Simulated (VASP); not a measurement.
# TePb (Fm-3m) in VASP: relaxation of cell and atoms with r2SCAN

Aim: the relaxation of cell and atoms of TePb with r2SCAN.

Program: VASP 6.6.1. These are calculated values, not measurements. Logs are shortened: lines on timing, memory, paths and dates and some standing lists are left out, and cuts for length are marked.

### 1 The cell of the first run

Symmetry: Fm-3m, No. 225, cubic system. Conventional cell: a = 6.569 Å, b = 6.569 Å, c = 6.569 Å, α = 90.00°, β = 90.00°, γ = 90.00°. Within 4.3 Å of Pb (site symmetry m-3m) lie 6 Te at 3.28 Å. Within 4.3 Å of Te (site symmetry m-3m) lie 6 Pb at 3.28 Å.

### 2 Relaxation of cell and atoms, r2SCAN

File POSCAR:

```
TePb
1.0
    0.0000000000      3.2846542192      3.2846542192
    3.2846542192      0.0000000000      3.2846542192
    3.2846542192      3.2846542192      0.0000000000
Pb Te
1 1
Direct
    0.0000000000      0.0000000000      0.0000000000
    0.5000000000      0.5000000000      0.5000000000
```

File INCAR.step1:

```
SYSTEM = TePb
PREC = Accurate ; ENCUT = 600
ISMEAR = -1 ; SIGMA = 0.02
LREAL = .False. ; LASPH = .True.
NELM = 60 ; GGA = PE
ALGO = Normal ; EDIFF = 1E-4
LWAVE = .True. ; LCHARG = .False.
```

File INCAR.step2:

```
SYSTEM = TePb
PREC = Accurate ; ENCUT = 600
EDIFF = 1E-6 ; ISMEAR = -1
SIGMA = 0.02 ; LREAL = .False.
LASPH = .True. ; NELM = 60
ALGO = Normal ; ISIF = 3
LWAVE = .False. ; LCHARG = .False.
METAGGA = R2SCAN ; LMIXTAU = .True.
IBRION = 2 ; NSW = 80
EDIFFG = -0.005 ; ISTART = 1
```

File KPOINTS:

```
regular mesh
0
Gamma
  6 6 6
  0 0 0
```

Potentials or basis: VASP PAW PBE potentials, release 64 (Pb_d, Te).

Command:

```sh
cat potpaw_PBE.64/Pb_d/POTCAR potpaw_PBE.64/Te/POTCAR > POTCAR
cp INCAR.step1 INCAR
mpirun -np 1 vasp_std > vasp.out
cp INCAR.step2 INCAR
mpirun -np 1 vasp_std > vasp.out
```

OUTCAR:

```text
SYSTEM = TePb
   PREC = Accurate
   ENCUT = 600
   EDIFF = 1E-6
   ISMEAR = -1
   LREAL = .False.
   LASPH = .True.
   NELM = 60
   ISIF = 3
   METAGGA = R2SCAN
   IBRION = 2
   NSW = 80
   EDIFFG = -0.005
   ISTART = 1

 ion  position               nearest neighbor table
   1  0.000  0.000  0.000-   2 3.28   2 3.28   2 3.28   2 3.28   2 3.28   2 3.28
   2  0.500  0.500  0.500-   1 3.28   1 3.28   1 3.28   1 3.28   1 3.28   1 3.28

  LATTYP: Found a face centered cubic cell.
 ALAT       =     6.5693084384

  Lattice vectors:

 A1 = (   0.0000000000,   3.2846542192,   3.2846542192)
 A2 = (   3.2846542192,   0.0000000000,   3.2846542192)
 A3 = (   3.2846542192,   3.2846542192,   0.0000000000)

Analysis of symmetry for initial positions (statically):
=====================================================================
 Subroutine PRICEL returns:
 Original cell was already a primitive cell.

 Routine SETGRP: Setting up the symmetry group for a
 face centered cubic supercell.

 Subroutine GETGRP returns: Found 48 space group operations
 (whereof 48 operations were pure point group operations)
 out of a pool of 48 trial point group operations.

The static configuration has the point symmetry O_h .

Analysis of symmetry for dynamics (positions and initial velocities):
=====================================================================
 Subroutine PRICEL returns:
 Original cell was already a primitive cell.

 Routine SETGRP: Setting up the symmetry group for a
 face centered cubic supercell.

 Subroutine GETGRP returns: Found 48 space group operations
 (whereof 48 operations were pure point group operations)
 out of a pool of 48 trial point group operations.

The dynamic configuration has the point symmetry O_h .

 Subroutine INISYM returns: Found 48 space group operations
 (whereof 48 operations are pure point group operations),
 and found     1 'primitive' translations

----------------------------------------------------------------------------------------

                                     Primitive cell

  volume of cell :      70.8760

  direct lattice vectors                    reciprocal lattice vectors
     0.000000000  3.284654219  3.284654219    -0.152223025  0.152223025  0.152223025
     3.284654219  0.000000000  3.284654219     0.152223025 -0.152223025  0.152223025
     3.284654219  3.284654219  0.000000000     0.152223025  0.152223025 -0.152223025

  length of vectors
     4.645202544  4.645202544  4.645202544     0.263658013  0.263658013  0.263658013

  position of ions in fractional coordinates (direct lattice)
     0.000000000  0.000000000  0.000000000
     0.500000000  0.500000000  0.500000000

  ion indices of the primitive-cell ions
   primitive index   ion index
                 1           1
                 2           2

----------------------------------------------------------------------------------------

 KPOINTS: regular mesh

Automatic generation of k-mesh.
 Grid dimensions read from file:
 generate k-points for:    6    6    6

 Generating k-lattice:

  Cartesian coordinates                     Fractional coordinates (reciprocal lattice)
    -0.025370504  0.025370504  0.025370504     0.166666667  0.000000000  0.000000000
     0.025370504 -0.025370504  0.025370504     0.000000000  0.166666667  0.000000000
     0.025370504  0.025370504 -0.025370504     0.000000000  0.000000000  0.166666667

  Length of vectors
     0.043943002  0.043943002  0.043943002

  Shift w.r.t. Gamma in fractional coordinates (k-lattice)
     0.000000000  0.000000000  0.000000000

 Subroutine IBZKPT returns following result:
 ===========================================

 Found     16 irreducible k-points:

 Following reciprocal coordinates:
            Coordinates               Weight
  0.000000  0.000000  0.000000      1.000000
  0.166667  0.000000  0.000000      8.000000
  0.333333  0.000000  0.000000      8.000000
  0.500000  0.000000  0.000000      4.000000
  0.166667  0.166667  0.000000      6.000000
  0.333333  0.166667  0.000000     24.000000
[... 8 lines left out ...]
 -0.333333  0.333333  0.166667     24.000000
 -0.333333  0.500000  0.166667     12.000000
   k-points           NKPTS =     16   k-points in BZ     NKDIM =     16   number of bands    NBANDS=     14
   number of dos      NEDOS =    301   number of ions     NIONS =      2
   total plane-waves  NPLWV =  64000
   dimension x,y,z NGX =    40 NGY =   40 NGZ =   40
   dimension x,y,z NGXF=    80 NGYF=   80 NGZF=   80
   ions per type =               1   1
   NGX,Y,Z   is equivalent  to a cutoff of  14.32, 14.32, 14.32 a.u.
   NGXF,Y,Z  is equivalent  to a cutoff of  28.63, 28.63, 28.63 a.u.
 SYSTEM =  TePb
   PREC   = accura    normal or accurate (medium, high low for compatibility)
   ISTART =      1    job   : 0-new  1-cont  2-samecut
   ICHARG =      0    charge: 1-file 2-atom 10-const
   ISPIN  =      1    spin polarized calculation?
   LNONCOLLINEAR =      F non collinear calculations
   LSORBIT =      F    spin-orbit coupling
   LASPH  =      T    aspherical Exc in radial PAW
   ENCUT  =  600.0 eV  44.10 Ry    6.64 a.u.   9.28  9.28  9.28*2*pi/ulx,y,z
   NELM   =     60;   NELMIN=  2; NELMDL=  0     # of ELM steps
   EDIFF  = 0.1E-05   stopping-criterion for ELM
   LREAL  =      F    real-space projection
   EDIFFG = -.5E-02   stopping-criterion for IOM
   NSW    =     80    number of steps for IOM
   IBRION =      2    ionic relax: 0-MD 1-quasi-New 2-CG
   NFREE  =      1    steps in history (QN), initial steepest desc. (CG)
   ISIF   =      3    stress and relaxation
   ISYM   =      2    0-nonsym 1-usesym 2-fastsym
   POTIM  = 0.5000    time-step for ionic-motion
   TEBEG  =    0.0;   TEEND  =   0.0 temperature during run
   PSTRESS=    0.0 pullay stress
   NELECT =      20.0000    total number of electrons
   NUPDOWN=      -1.0000    fix difference up-down
   EMIN   =  10.00;   EMAX   =-10.00  energy-range for DOS
   EFERMI =   0.00;   METHOD = LEGACY
   ISMEAR =    -1;   SIGMA  =   0.02  broadening in eV -4-tet -1-fermi 0-gaus
   EFERMI_NEDOS =   21; number of points for ismear=-14 and -15
   IALGO  =     38    algorithm
   IMIX   =      4    mixing-type and parameters
     AMIX     =   0.40;   BMIX     =  1.00
     AMIX_MAG =   1.60;   BMIX_MAG =  1.00
  volume/ion in A,a.u.               =      35.44       239.15
  Fermi-wavevector in a.u.,A,eV,Ry     =   1.073788  2.029165 15.687796  1.153020
  Thomas-Fermi vector in A             =   2.209597
   LORBIT       =      0    0 simple, 1 ext, 2 COOP (PROOUT), +10 PAW based schemes
   METAGGA = R2SCAN    functional components
   LHFCALC =     F    Hartree Fock is set to
   AEXX    =    0.0000 exact exchange contribution
   IVDW    =     0    specifies the selected vdW correction
   LEPSILON=     F    determine dielectric tensor
   LRPA    =     F    only Hartree local field effects (RPA)
 conjugate gradient relaxation of ions
 non-spin polarized calculation
  energy-cutoff  :      600.00
  volume of cell :       70.88
 maximum number of plane-waves:      2421
 NGX is ok and might be reduce to    40
   NGX = 19   NGY = 19   NGZ = 19

--------------------------------------- Ionic step        1  -------------------------------------------

 number of electron      20.0000002 magnetization

 Free energy of the ion-electron system (eV)
  ---------------------------------------------------
  ext. energy  EPLUGINS =         0.00000000
  ---------------------------------------------------
  free energy    TOTEN  =       -82.70494944 eV

  energy without entropy =      -82.70494944  energy(sigma->0) =      -82.70494944

------------------------ aborting loop because EDIFF is reached ----------------------------------------

  FORCE on cell =-STRESS in cart. coord.  units (eV):
  Direction    XX          YY          ZZ          XY          YZ          ZX
  --------------------------------------------------------------------------------------
  -------------------------------------------------------------------------------------
  Total       -0.2742549     -0.2742549     -0.2742549      0.0000000      0.0000000      0.0000000
  in kB       -6.1996339     -6.1996339     -6.1996339      0.0000000      0.0000000      0.0000000
  external PRESSURE =      -6.1996339 kB  Pullay stress =       0.0000000 kB

 VOLUME and BASIS-vectors are now :
 -----------------------------------------------------------------------------
  energy-cutoff  :      600.00
  volume of cell :       70.88
      direct lattice vectors                 reciprocal lattice vectors
     0.000000000  3.284654219  3.284654219    -0.152223025  0.152223025  0.152223025
     3.284654219  0.000000000  3.284654219     0.152223025 -0.152223025  0.152223025
     3.284654219  3.284654219  0.000000000     0.152223025  0.152223025 -0.152223025
[... 37 lines left out ...]
 POSITION                                       TOTAL-FORCE (eV/Angst)
 -----------------------------------------------------------------------------------
      3.26292      3.26292      0.00000        -0.000000      0.000000      0.000000
      3.26292      3.26292      3.26292         0.000000      0.000000     -0.000000
 -----------------------------------------------------------------------------------
    total drift:                                0.000000     -0.000000     -0.000000

  FREE ENERGIE OF THE ION-ELECTRON SYSTEM (eV)
  ---------------------------------------------------
  free  energy   TOTEN  =       -82.7068188485 eV

  energy  without entropy=      -82.7068188485  energy(sigma->0) =      -82.70681885

--------------------------------------- Ionic step        3  -------------------------------------------

 number of electron      20.0000001 magnetization

 Free energy of the ion-electron system (eV)
  ---------------------------------------------------
  ext. energy  EPLUGINS =         0.00000000
  ---------------------------------------------------
  free energy    TOTEN  =       -82.70703358 eV

  energy without entropy =      -82.70703358  energy(sigma->0) =      -82.70703358

 E-fermi :   5.4584     XC(G=0):  -9.6511

 val. band max:        5.0624017543   @ k =   0.5000   0.0000   0.0000
 cond. band min:       6.1566097852   @ k =   0.5000   0.0000   0.0000
 fundamental gap:      1.0942080309
 Fermi energy:         5.4583659221

 k-point     1 :       0.0000    0.0000    0.0000
  band No.  band energies     occupation
      1     -12.2529      2.00000
      2     -12.2529      2.00000
      3     -12.2438      2.00000
      4     -12.2438      2.00000
      5     -12.2438      2.00000
      6      -7.1549      2.00000
      7      -0.6577      2.00000
      8       3.7116      2.00000
      9       3.7116      2.00000
     10       3.7116      2.00000
     11       9.3795      0.00000
     12       9.3795      0.00000
     13       9.3795      0.00000
     14      11.3310      0.00000

 k-point     2 :       0.1667    0.0000    0.0000
  band No.  band energies     occupation
      1     -12.2560      2.00000
      2     -12.2560      2.00000
      3     -12.2432      2.00000
      4     -12.2404      2.00000
      5     -12.2404      2.00000
      6      -6.9183      2.00000
      7      -1.3890      2.00000
      8       3.7860      2.00000
      9       3.7860      2.00000
     10       4.1168      2.00000
[... 262 lines left out ...]
 POSITION                                       TOTAL-FORCE (eV/Angst)
 -----------------------------------------------------------------------------------
      0.00000      0.00000      0.00000         0.000000      0.000000      0.000000
      3.26819      3.26819      3.26819        -0.000000     -0.000000     -0.000000
 -----------------------------------------------------------------------------------
    total drift:                                0.000000     -0.000000     -0.000000

  FREE ENERGIE OF THE ION-ELECTRON SYSTEM (eV)
  ---------------------------------------------------
  free  energy   TOTEN  =       -82.7070335804 eV

  energy  without entropy=      -82.7070335803  energy(sigma->0) =      -82.70703358

 reached required accuracy - stopping structural energy minimisation
```

Run time: 2.5 min. Hardware: 1 thread of Intel Xeon Platinum 8488C (Sapphire Rapids), shared host; peak memory 0.27 GiB.

What came out:

```
Free energy                           : -82.7070 eV
Relaxed volume                        : 34.91 Å³/atom
Relaxed cell                          : a = 4.622 Å, b = 4.622 Å, c = 4.622 Å, α = 60.00°, β = 60.00°, γ = 60.00°
Space group after relaxing (to 0.1 Å) : Fm-3m (No. 225)
Energy gained by relaxing             : 1.0 meV/atom
Ionic steps                           : 3
Pressure after relaxing               : 0.0 GPa
Band gap on the k mesh                : 1.09 eV
```

The path:
```
step  energy change (eV)  largest force (eV/Å)  pressure (GPa)  volume (Å³)
   1              0.0000                0.0000           -0.62        70.88
   2             -0.0019                0.0000            0.21        69.48
   3             -0.0021                0.0000            0.00        69.82
```

Final structure:
```xyz
2
Lattice="0.0000 3.2682 3.2682 3.2682 0.0000 3.2682 3.2682 3.2682 0.0000" Properties=species:S:1:pos:R:3 pbc="T T T"
Pb    0.0000    0.0000    0.0000
Te    3.2682    3.2682    3.2682
```

Levels at points of the mesh, in eV from the valence-band top:
```tsv
k point	band 7	band 8	band 9	band 10	band 11	band 12	band 13	band 14
(0.00, 0.00, 0.00)	-5.72	-1.35	-1.35	-1.35	4.32	4.32	4.32	6.27
(0.50, 0.00, 0.00)	-8.70	-0.90	-0.90	0.00	1.09	1.51	1.51	8.91
(0.50, 0.50, 0.00)	-7.44	-4.41	-2.76	-2.76	3.74	5.71	5.71	6.97
```

Caveat: the PAW data sets were made with another functional, which shifts forces and pressure a little; spin-orbit coupling is left out, which moves the levels of the heavy elements. A k mesh can miss the band edges.
